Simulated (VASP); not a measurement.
Runs of VASP 6.6.1 on Be3NiS4. The structure is that of space group P-43m (No. 215), or close to it. The cells are those of the table. 

| task | spin | cell | k mesh | cutoff (eV) | smearing | gap on the mesh (eV) | pressure (GPa) | moment (μB) | largest force (eV/Å) |
| --- | --- | --- | --- | --- | --- | --- | --- | --- | --- |
| single point | collinear, ferromagnetic start | a = 4.959 Å, 8 atoms | 4 × 4 × 4 | 520 | gaussian 0.2 eV | none | 0.0 | 1.93 | - |
| single point | off | a = 4.935 Å, 8 atoms | 6 × 6 × 6 | 520 | gaussian 0.1 eV | none | 0.1 | - | 0.01 |
| single point | collinear, ferromagnetic start | a = 4.960 Å, 8 atoms | 2 × 2 × 2 | 520 | gaussian 0.15 eV | none | 0.0 | 1.77 | 0.01 |
| single point | collinear, ferromagnetic start | a = 4.909 Å, 8 atoms | 6 × 6 × 6 | 520 | gaussian 0.1 eV | none | 2.9 | 1.97 | (a) |
| relaxation of cell and atoms | off | relaxed from a = 4.959 Å, 8 atoms | 6 × 6 × 6 | 600 | gaussian 0.1 eV | none | 0.0 | - | 0.01 |
| single point | collinear, ferromagnetic start | a = 4.961, b = 4.961, c = 4.956 Å, 8 atoms | 4 × 4 × 4 | 520 | gaussian 0.2 eV | none | 0.0 | 1.93 | 0.01 |
| relaxation of cell and atoms | collinear, ferromagnetic start | relaxed from a = 5.309 Å, 8 atoms | 2 × 2 × 2 | 600 | gaussian 0.15 eV | none | 0.5 | (b) | 0.06 |

Alike in all rows: level PBE; potentials or basis VASP PAW PBE potentials, release 64 (Be, Ni, S).

Question: Fill in the values left out.

Answer: (a) 0.02; (b) 1.76.

Caveats: some runs use coarse meshes; a cell with one magnetic atom can't hold antiferromagnetic order, which such compounds often take (some runs); the relaxation stopped at a loose force limit of 0.08 eV/Å, so its end isn't a converged minimum (some runs).

A gap of «none» marks levels without a gap at the run's occupations.
